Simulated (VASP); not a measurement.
# FeO (I4/mmm) in VASP: settings compared

Aim: see how the results for FeO move with the level of theory and the settings. Levels: PBE, LDA. Tasks: single point.

Everything below comes from runs of VASP 6.6.1. Logs are shortened: lines on timing, memory, paths and dates and some standing lists are left out, and cuts for length are marked.

## Step 1: The cell of the first run

It takes space group I4/mmm (No. 139, tetragonal). Conventional cell: a = 3.183 Å, b = 3.183 Å, c = 4.139 Å, α = 90.00°, β = 90.00°, γ = 90.00°. Within 2.7 Å of Fe (site symmetry 4/mmm) lie 6 O at 2.07 to 2.25 Å. Within 2.7 Å of O (site symmetry 4/mmm) lie 6 Fe at 2.07 to 2.25 Å.

## Step 2: Single point, PBE, collinear spin, ferromagnetic start (volume scaled by 0.98)

INCAR

```
  PREC = Accurate
  ENCUT = 520
  EDIFF = 1E-7
  ISMEAR = -1
  SIGMA = 0.05
  LREAL = False
  LASPH = True
  NELM = 150
  ALGO = Normal
  ISIF = 2
  LWAVE = False
  LCHARG = True
  ISPIN = 2
  MAGMOM = 3 0
  LORBIT = 11
  LMAXMIX = 4
  GGA = PE
  LELF = True
  LVHAR = True
  NBANDS = 18
```

KPOINTS

```
regular mesh
0
Gamma
  12 12 12
```

POSCAR

```
FeO
1.0
   -1.5913507171      1.5913507171      2.0694093304
    1.5913507171     -1.5913507171      2.0694093304
    1.5913507171      1.5913507171     -2.0694093304
Fe O
1 1
Direct
    0.0000000000      0.0000000000      0.0000000000
    0.5000000000      0.5000000000      0.0000000000
```

Potentials or basis: VASP PAW PBE potentials, release 64 (Fe, O).

Started as:

```console
$ cat potpaw_PBE.64/Fe/POTCAR potpaw_PBE.64/O/POTCAR > POTCAR
$ mpirun -np 1 vasp_std > vasp.out
```

OUTCAR:

```text
PREC = Accurate
   ENCUT = 520
   EDIFF = 1E-7
   ISMEAR = -1
   LREAL = False
   LASPH = True
   NELM = 150
   ISIF = 2
   ISPIN = 2
   LORBIT = 11
   GGA = PE

 ion  position               nearest neighbor table
   1  0.000  0.000  0.000-   2 2.07   2 2.07   2 2.25   2 2.25   2 2.25   2 2.25
   2  0.500  0.500  0.000-   1 2.07   1 2.07   1 2.25   1 2.25   1 2.25   1 2.25

  LATTYP: Found a body centered tetragonal cell.
 ALAT       =     3.1827014342
 C/A-ratio  =     1.3004105934

  Lattice vectors:

 A1 = (  -1.5913507171,   1.5913507171,   2.0694093304)
 A2 = (   1.5913507171,  -1.5913507171,   2.0694093304)
 A3 = (   1.5913507171,   1.5913507171,  -2.0694093304)

Analysis of symmetry for initial positions (statically):
=====================================================================
 Subroutine PRICEL returns:
 Original cell was already a primitive cell.

 Routine SETGRP: Setting up the symmetry group for a
 body centered tetragonal supercell.

 Subroutine GETGRP returns: Found 16 space group operations
 (whereof 16 operations were pure point group operations)
 out of a pool of 16 trial point group operations.

The static configuration has the point symmetry D_4h.

Analysis of symmetry for dynamics (positions and initial velocities):
=====================================================================
 Subroutine PRICEL returns:
 Original cell was already a primitive cell.

 Routine SETGRP: Setting up the symmetry group for a
 body centered tetragonal supercell.

 Subroutine GETGRP returns: Found 16 space group operations
 (whereof 16 operations were pure point group operations)
 out of a pool of 16 trial point group operations.

The dynamic configuration has the point symmetry D_4h.

Analysis of structural, dynamic, and magnetic symmetry:
=====================================================================
 Subroutine PRICEL returns:
 Original cell was already a primitive cell.

 Routine SETGRP: Setting up the symmetry group for a
 body centered tetragonal supercell.

 Subroutine GETGRP returns: Found 16 space group operations
 (whereof 16 operations were pure point group operations)
 out of a pool of 16 trial point group operations.

The overall configuration has the point symmetry D_4h.

 Subroutine INISYM returns: Found 16 space group operations
 (whereof 16 operations are pure point group operations),
 and found     1 'primitive' translations

----------------------------------------------------------------------------------------

                                     Primitive cell

  volume of cell :      20.9623

  direct lattice vectors                    reciprocal lattice vectors
    -1.591350717  1.591350717  2.069409330     0.000000000  0.314198495  0.241614838
     1.591350717 -1.591350717  2.069409330     0.314198495  0.000000000  0.241614838
     1.591350717  1.591350717 -2.069409330     0.314198495  0.314198495  0.000000000

  length of vectors
     3.057327131  3.057327131  3.057327131     0.396356436  0.396356436  0.444343773

  position of ions in fractional coordinates (direct lattice)
     0.000000000  0.000000000  0.000000000
     0.500000000  0.500000000  0.000000000

  ion indices of the primitive-cell ions
   primitive index   ion index
                 1           1
                 2           2

----------------------------------------------------------------------------------------

 KPOINTS: regular mesh

Automatic generation of k-mesh.
 Grid dimensions read from file:
 generate k-points for:   12   12   12

 Generating k-lattice:

  Cartesian coordinates                     Fractional coordinates (reciprocal lattice)
     0.000000000  0.026183208  0.020134570     0.083333333  0.000000000  0.000000000
     0.026183208  0.000000000  0.020134570     0.000000000  0.083333333  0.000000000
     0.026183208  0.026183208  0.000000000     0.000000000  0.000000000  0.083333333

  Length of vectors
     0.033029703  0.033029703  0.037028648

  Shift w.r.t. Gamma in fractional coordinates (k-lattice)
     0.000000000  0.000000000  0.000000000

 Subroutine IBZKPT returns following result:
 ===========================================

 Found    163 irreducible k-points:

 Following reciprocal coordinates:
            Coordinates               Weight
  0.000000  0.000000  0.000000      1.000000
  0.083333  0.000000  0.000000      8.000000
  0.166667  0.000000 -0.000000      8.000000
  0.250000  0.000000  0.000000      8.000000
  0.333333  0.000000  0.000000      8.000000
  0.416667 -0.000000  0.000000      8.000000
[... 16 lines left out ...]
  0.500000  0.166667 -0.000000     16.000000
 -0.416667  0.166667 -0.000000     16.000000
 [... further k-points ...]
   k-points           NKPTS =    163   k-points in BZ     NKDIM =    163   number of bands    NBANDS=     18
   number of dos      NEDOS =    301   number of ions     NIONS =      2
   total plane-waves  NPLWV =  13824
   dimension x,y,z NGX =    24 NGY =   24 NGZ =   24
   dimension x,y,z NGXF=    48 NGYF=   48 NGZF=   48
   ions per type =               1   1
   NGX,Y,Z   is equivalent  to a cutoff of  13.05, 13.05, 13.05 a.u.
   NGXF,Y,Z  is equivalent  to a cutoff of  26.10, 26.10, 26.10 a.u.
 SYSTEM =  unknown system
   PREC   = accura    normal or accurate (medium, high low for compatibility)
   ISTART =      0    job   : 0-new  1-cont  2-samecut
   ICHARG =      2    charge: 1-file 2-atom 10-const
   ISPIN  =      2    spin polarized calculation?
   LNONCOLLINEAR =      F non collinear calculations
   LSORBIT =      F    spin-orbit coupling
   LASPH  =      T    aspherical Exc in radial PAW
   ENCUT  =  520.0 eV  38.22 Ry    6.18 a.u.   5.68  5.68  5.68*2*pi/ulx,y,z
   NELM   =    150;   NELMIN=  2; NELMDL= -5     # of ELM steps
   EDIFF  = 0.1E-06   stopping-criterion for ELM
   LREAL  =      F    real-space projection
   EDIFFG = 0.1E-05   stopping-criterion for IOM
   NSW    =      0    number of steps for IOM
   IBRION =     -1    ionic relax: 0-MD 1-quasi-New 2-CG
   NFREE  =      0    steps in history (QN), initial steepest desc. (CG)
   ISIF   =      2    stress and relaxation
   ISYM   =      2    0-nonsym 1-usesym 2-fastsym
   POTIM  = 0.5000    time-step for ionic-motion
   TEBEG  =    0.0;   TEEND  =   0.0 temperature during run
   PSTRESS=    0.0 pullay stress
   NELECT =      14.0000    total number of electrons
   NUPDOWN=      -1.0000    fix difference up-down
   EMIN   =  10.00;   EMAX   =-10.00  energy-range for DOS
   EFERMI =   0.00;   METHOD = LEGACY
   ISMEAR =    -1;   SIGMA  =   0.05  broadening in eV -4-tet -1-fermi 0-gaus
   EFERMI_NEDOS =   21; number of points for ismear=-14 and -15
   IALGO  =     38    algorithm
   IMIX   =      4    mixing-type and parameters
     AMIX     =   0.40;   BMIX     =  1.00
     AMIX_MAG =   1.60;   BMIX_MAG =  1.00
  volume/ion in A,a.u.               =      10.48        70.73
  Fermi-wavevector in a.u.,A,eV,Ry     =   1.430995  2.704188 27.861284  2.047747
  Thomas-Fermi vector in A             =   2.550780
   LORBIT       =     11    0 simple, 1 ext, 2 COOP (PROOUT), +10 PAW based schemes
   GGA     = PE    functional components
   LHFCALC =     F    Hartree Fock is set to
   AEXX    =    0.0000 exact exchange contribution
   IVDW    =     0    specifies the selected vdW correction
   LEPSILON=     F    determine dielectric tensor
   LRPA    =     F    only Hartree local field effects (RPA)
 spin polarized calculation
  energy-cutoff  :      520.00
  volume of cell :       20.96
 maximum number of plane-waves:       588
   NGX = 11   NGY = 11   NGZ = 11

 number of electron      14.0000001 magnetization       4.0002724

 Free energy of the ion-electron system (eV)
  ---------------------------------------------------
  ext. energy  EPLUGINS =         0.00000000
  ---------------------------------------------------
  free energy    TOTEN  =       -14.88912222 eV

  energy without entropy =      -14.87610343  energy(sigma->0) =      -14.88261283

 E-fermi :   5.7118     XC(G=0): -11.9035

 val. band max:        5.6996335159   @ k =   0.2500   0.2500   0.0000
 cond. band min:       5.7132621878   @ k =  -0.3333   0.5000   0.1667
 fundamental gap:      0.0136286719
 Fermi energy:         5.7117807329

 spin component 1

 k-point     1 :       0.0000    0.0000    0.0000
  band No.  band energies     occupation
      1     -14.7003      1.00000
      2       1.7923      1.00000
      3       1.7923      1.00000
      4       1.8872      1.00000
      5       1.9427      1.00000
      6       2.0821      1.00000
[... 10 lines left out ...]
     17      27.3763      0.00000
     18      27.6842      0.00000
[... 463 lines left out ...]
 k-point    24 :      -0.4167    0.1667   -0.0000
  band No.  band energies     occupation
      1     -13.8177      1.00000
      2      -1.8188      1.00000
      3      -0.5236      1.00000
      4      -0.1349      1.00000
      5       2.1848      1.00000
      6       2.6455      1.00000
[... 10 lines left out ...]
     17      30.3929      0.00000
     18      32.7767      0.00000

 [... further k-points ...]

 spin component 2

 k-point     1 :       0.0000    0.0000    0.0000
  band No.  band energies     occupation
      1     -14.1707      1.00000
      2       2.3685      1.00000
      3       2.6889      1.00000
      4       2.6889      1.00000
      5       4.9641      1.00000
      6       4.9642      1.00000
[... 10 lines left out ...]
     17      28.4797      0.00000
     18      29.2561      0.00000
[... 463 lines left out ...]
 k-point    24 :      -0.4167    0.1667   -0.0000
  band No.  band energies     occupation
      1     -13.2669      1.00000
      2      -1.0554      1.00000
      3       0.7122      1.00000
      4       1.1942      1.00000
      5       5.2902      0.99978
      6       6.0378      0.00147
[... 10 lines left out ...]
     17      31.1438      0.00000
     18      33.4477      0.00000

 [... further k-points ...]
[... 5 lines left out ...]
  --------------------------------------------------------------------------------------
  -------------------------------------------------------------------------------------
  Total       -1.0319369     -1.0319369     -0.1489643      0.0000000     -0.0000000      0.0000000
  in kB      -78.8724814    -78.8724814    -11.3855651      0.0000000     -0.0000000      0.0000000
  external PRESSURE =     -56.3768426 kB  Pullay stress =       0.0000000 kB

 VOLUME and BASIS-vectors are now :
 -----------------------------------------------------------------------------
  energy-cutoff  :      520.00
  volume of cell :       20.96
      direct lattice vectors                 reciprocal lattice vectors
    -1.591350717  1.591350717  2.069409330     0.000000000  0.314198495  0.241614838
     1.591350717 -1.591350717  2.069409330     0.314198495  0.000000000  0.241614838
     1.591350717  1.591350717 -2.069409330     0.314198495  0.314198495  0.000000000

 POSITION                                       TOTAL-FORCE (eV/Angst)
 -----------------------------------------------------------------------------------
      0.00000      0.00000      0.00000         0.000000      0.000000      0.000000
      0.00000      0.00000      2.06941        -0.000000     -0.000000     -0.000000
 -----------------------------------------------------------------------------------
    total drift:                               -0.000000      0.000000     -0.000000

  FREE ENERGIE OF THE ION-ELECTRON SYSTEM (eV)
  ---------------------------------------------------
  free  energy   TOTEN  =       -14.8891222175 eV

  energy  without entropy=      -14.8761034343  energy(sigma->0) =      -14.88261283

 total charge

# of ion       s       p       d       tot
------------------------------------------
    1        0.283   0.339   6.066   6.687
    2        1.557   3.419   0.000   4.976
--------------------------------------------------
tot          1.840   3.757   6.066  11.663

 magnetization (x)

# of ion       s       p       d       tot
------------------------------------------
    1        0.030   0.020   3.564   3.614
    2        0.028   0.271   0.000   0.299
--------------------------------------------------
tot          0.058   0.291   3.564   3.913
```

Wall time 72 s (1 thread of Intel Xeon Platinum 8488C (Sapphire Rapids), shared host); peak memory 0.22 GiB.

Results:

```yaml
Free_energy: -14.8891 eV
Pressure: -5.6 GPa
Band_gap_on_the_k_mesh: zero (filled and empty bands overlap)
Net_moment: 4.00 μB per cell
Site_moments: Fe +3.61; O +0.30 μB
Valence_electrons_inside_the_program's_atomic_spheres: Fe 6.69; O 4.98
```

Stress tensor (GPa, compression positive):
```
-7.89  0.00  0.00
 0.00 -7.89  0.00
 0.00  0.00 -1.14
```

Caveat: a cell with one magnetic atom can't hold antiferromagnetic order, which such compounds often take; semilocal functionals often make such compounds metallic where correlation or magnetic order opens a gap, which also shifts bond lengths.

## Step 3: Single point, PBE, collinear spin, ferromagnetic start (volume scaled by 1.04)

INCAR

```
  PREC = Accurate
  ENCUT = 520
  EDIFF = 1E-6
  ISMEAR = -1
  SIGMA = 0.05
  LREAL = False
  LASPH = True
  NELM = 150
  ALGO = Normal
  ISIF = 2
  LWAVE = False
  LCHARG = False
  ISPIN = 2
  MAGMOM = 3 0
  LORBIT = 11
  LMAXMIX = 4
  GGA = PE
  NBANDS = 18
```

KPOINTS

```
Automatic mesh
0
Gamma
  12 12 12
```

POSCAR

```
FeO
1.0
   -1.6231861388      1.6231861388      2.1108084499
    1.6231861388     -1.6231861388      2.1108084499
    1.6231861388      1.6231861388     -2.1108084499
Fe O
1 1
Direct
    0.0000000000      0.0000000000      0.0000000000
    0.5000000000      0.5000000000      0.0000000000
```

Potentials or basis: VASP PAW PBE potentials, release 64 (Fe, O).

Started as:

```console
$ cat potpaw_PBE.64/Fe/POTCAR potpaw_PBE.64/O/POTCAR > POTCAR
$ mpirun -np 1 vasp_std > vasp.out
```

OUTCAR:

```text
PREC = Accurate
   ENCUT = 520
   EDIFF = 1E-6
   ISMEAR = -1
   LREAL = False
   LASPH = True
   NELM = 150
   ISIF = 2
   ISPIN = 2
   LORBIT = 11
   GGA = PE

 ion  position               nearest neighbor table
   1  0.000  0.000  0.000-   2 2.11   2 2.11   2 2.30   2 2.30   2 2.30   2 2.30
   2  0.500  0.500  0.000-   1 2.11   1 2.11   1 2.30   1 2.30   1 2.30   1 2.30

  LATTYP: Found a body centered tetragonal cell.
 ALAT       =     3.2463722776
 C/A-ratio  =     1.3004105934

[... 1224 lines left out ...]
  external PRESSURE =    -137.7061382 kB  Pullay stress =       0.0000000 kB

 VOLUME and BASIS-vectors are now :
 -----------------------------------------------------------------------------
  energy-cutoff  :      520.00
  volume of cell :       22.25
      direct lattice vectors                 reciprocal lattice vectors
    -1.623186139  1.623186139  2.110808450     0.000000000  0.308036144  0.236876065
     1.623186139 -1.623186139  2.110808450     0.308036144  0.000000000  0.236876065
     1.623186139  1.623186139 -2.110808450     0.308036144  0.308036144  0.000000000

 POSITION                                       TOTAL-FORCE (eV/Angst)
 -----------------------------------------------------------------------------------
      0.00000      0.00000      0.00000         0.000000      0.000000     -0.000000
      0.00000      0.00000      2.11081        -0.000000     -0.000000      0.000000
 -----------------------------------------------------------------------------------
    total drift:                               -0.000000      0.000000     -0.000000

  FREE ENERGIE OF THE ION-ELECTRON SYSTEM (eV)
  ---------------------------------------------------
  free  energy   TOTEN  =       -14.8108835973 eV

  energy  without entropy=      -14.7963989214  energy(sigma->0) =      -14.80364126

 total charge

# of ion       s       p       d       tot
------------------------------------------
    1        0.268   0.303   6.032   6.603
    2        1.558   3.389   0.000   4.947
--------------------------------------------------
tot          1.826   3.692   6.032  11.549

 magnetization (x)

# of ion       s       p       d       tot
------------------------------------------
    1        0.030   0.019   3.574   3.622
    2        0.025   0.263   0.000   0.288
--------------------------------------------------
tot          0.055   0.281   3.574   3.910
```

OSZICAR:

```text
N       E                     dE             d eps       ncg     rms          rms(c)
DAV:   1     0.709897887082E+02    0.70990E+02   -0.66108E+03 12376   0.877E+02
DAV:   2    -0.125195720707E+02   -0.83509E+02   -0.70707E+02 12072   0.201E+02
DAV:   3    -0.174368204358E+02   -0.49172E+01   -0.47686E+01 13816   0.531E+01
DAV:   4    -0.174759950299E+02   -0.39175E-01   -0.39153E-01 14268   0.454E+00
DAV:   5    -0.174762835822E+02   -0.28855E-03   -0.28854E-03 13902   0.409E-01    0.171E+01
DAV:   6    -0.158450010838E+02    0.16313E+01   -0.20183E+01 15518   0.583E+01    0.215E+01
DAV:   7    -0.148709301220E+02    0.97407E+00   -0.55733E+00 15322   0.398E+01    0.853E+00
DAV:   8    -0.148344588517E+02    0.36471E-01   -0.26707E-01 15222   0.555E+00    0.476E+00
DAV:   9    -0.148236586449E+02    0.10800E-01   -0.15718E-01 18266   0.618E+00    0.147E+00
DAV:  10    -0.148108332304E+02    0.12825E-01   -0.44510E-02 17150   0.400E+00    0.239E-01
DAV:  11    -0.148108735372E+02   -0.40307E-04   -0.61622E-03 15516   0.791E-01    0.981E-02
DAV:  12    -0.148108765371E+02   -0.30000E-05   -0.17323E-04 14256   0.129E-01    0.681E-02
DAV:  13    -0.148108874181E+02   -0.10881E-04   -0.85549E-05 15670   0.116E-01    0.317E-02
DAV:  14    -0.148108874112E+02    0.68608E-08   -0.10953E-05 14652   0.253E-02    0.195E-02
DAV:  15    -0.148108845045E+02    0.29067E-05   -0.56787E-06 15728   0.351E-02    0.122E-02
DAV:  16    -0.148108835973E+02    0.90723E-06   -0.41364E-06  9914   0.324E-02
   1 F= -.14810884E+02 E0= -.14803641E+02  d E =-.144847E-01  mag=     4.0014
```

stdout:

```text
POSCAR found type information on POSCAR FeO
 POSCAR found :  2 types and       2 ions
 scaLAPACK will be used
 LDA part: xc-table for (Slater+PW92), standard interpolation
 POSCAR, INCAR and KPOINTS ok, starting setup
 FFT: planning ... GRIDC
 FFT: planning ... GRID_SOFT
 FFT: planning ... GRID
 WAVECAR not read
 entering main loop
```

Wall time 62 s (1 thread of Intel Xeon Platinum 8488C (Sapphire Rapids), shared host); peak memory 0.22 GiB.

Results:

```
Free energy                                           : -14.8109 eV
Pressure                                              : -13.8 GPa
Band gap on the k mesh                                : zero (filled and empty bands overlap)
Net moment                                            : 4.00 μB per cell
Site moments                                          : Fe +3.62; O +0.29 μB
Valence electrons inside the program's atomic spheres : Fe 6.60; O 4.95
```

Levels at points of the mesh, in eV from the Fermi level:
Spin up:
```
           k point  band 5  band 6  band 7  band 8  band 9  band 10  band 11  band 12  band 13  band 14
(0.00, 0.00, 0.00)   -3.62   -3.62   -3.53   -3.39   -3.39    -0.30    15.19    16.23    16.23    16.38
(0.50, 0.00, 0.00)   -3.11   -3.08   -2.55   -0.90   -0.33     3.80     7.55    10.98    12.86    18.03
(0.50, 0.50, 0.00)   -4.17   -3.40   -2.97   -2.89   -2.87     4.58     7.72    10.65    13.24    14.52
(0.50, 0.50, 0.50)   -4.41   -3.31   -2.91   -2.91   -2.89     4.73     8.79     9.65    12.88    12.88
```
Spin down:
```tsv
k point	band 3	band 4	band 5	band 6	band 7	band 8
(0.00, 0.00, 0.00)	-2.83	-2.83	-0.66	-0.66	-0.44	-0.26
(0.50, 0.00, 0.00)	-4.70	-4.52	0.20	0.49	0.58	2.16
(0.50, 0.50, 0.00)	-4.19	-3.63	-1.68	0.44	0.58	0.72
(0.50, 0.50, 0.50)	-4.13	-4.13	-1.81	0.66	0.66	0.78
```

Caveat: a cell with one magnetic atom can't hold antiferromagnetic order, which such compounds often take; semilocal functionals often make such compounds metallic where correlation or magnetic order opens a gap, which also shifts bond lengths.

(Continued in part 2 of 2.)
